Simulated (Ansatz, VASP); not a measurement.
**LiF: VASP beside Ansatz**

POSCAR

```
LiF
1.0
    0.0000000000      1.8126000000      2.0140000000
    2.0140000000      0.0000000000      2.0140000000
    2.0140000000      1.8126000000      0.0000000000
Li F
1 1
Direct
    0.0000000000      0.0000000000      0.0000000000
    0.5000000000      0.5000000000      0.5000000000
```

The input INCAR.step1:

```
SYSTEM = LiF
ALGO = Normal ; EDIFF = 1E-4
ENCUT = 520 ; GGA = PE
ISMEAR = 0 ; LASPH = .True.
LCHARG = .False. ; LREAL = .False.
LWAVE = .True. ; NBANDS = 12
NELM = 80 ; PREC = Accurate
SIGMA = 0.05
```

Contents of INCAR.step2:

```
SYSTEM = LiF
ALGO = Normal ; EDIFF = 1E-7
ENCUT = 520 ; ISIF = 2
ISMEAR = 0 ; ISTART = 1
LASPH = .True. ; LCHARG = .False.
LMIXTAU = .True. ; LREAL = .False.
LWAVE = .False. ; METAGGA = R2SCAN
NBANDS = 12 ; NELM = 80
PREC = Accurate ; SIGMA = 0.05
```

KPOINTS

```
k-points
0
Gamma
  10 10 10
  0 0 0
```

Input for Ansatz:

```yaml
crystal:
  lattice:
    - [0.0, 1.8126, 2.014]
    - [2.014, 0.0, 2.014]
    - [2.014, 1.8126, 0.0]
  atoms:
    - { symbol: Li, position: [0.0, 0.0, 0.0] }
    - { symbol: F, position: [0.5, 0.5, 0.5] }
basis:
  ecutwfc: 500
kpoints:
  mp_grid: { grid: [10, 10, 10] }
hamiltonian:
  xc: r2scan
scf:
  occupations: { method: gaussian, width: 0.05 }
output:
  forces: true
  stress: true
  eigenvalues: true
```

Change from the starting cell: strain -0.1000 x Voigt [0, 1, 0, 0, 0, 0], atoms carried along.

Alike in both runs: task single point; functional r2SCAN; k mesh 10 × 10 × 10; occupations gaussian, width 0.05 eV; no spin polarisation.

|  | VASP | Ansatz |
| --- | --- | --- |
| version | VASP 6.6.1 | Ansatz 0.2.0 |
| potentials or method | VASP PAW PBE potentials, release 64 (Li_sv, F), cutoff 520 eV | scalar-relativistic, plane waves, PAW |
| valence electrons in the cell | 10 | 10 |

|  | VASP | Ansatz | Ansatz less VASP |
| --- | --- | --- | --- |
| gap on the k mesh at the Fermi level (eV) | 11.13 | 10.93 | -0.198 |
| least direct gap on the mesh (eV) | 11.13 | 10.93 | -0.198 |

VASP's potentials were made for PBE, not for r2SCAN. The functional is the same, so the differences come from potentials, cutoffs and numerics.

Noted on VASP's run: the cutoff is short for stress, so the pressure is rough.
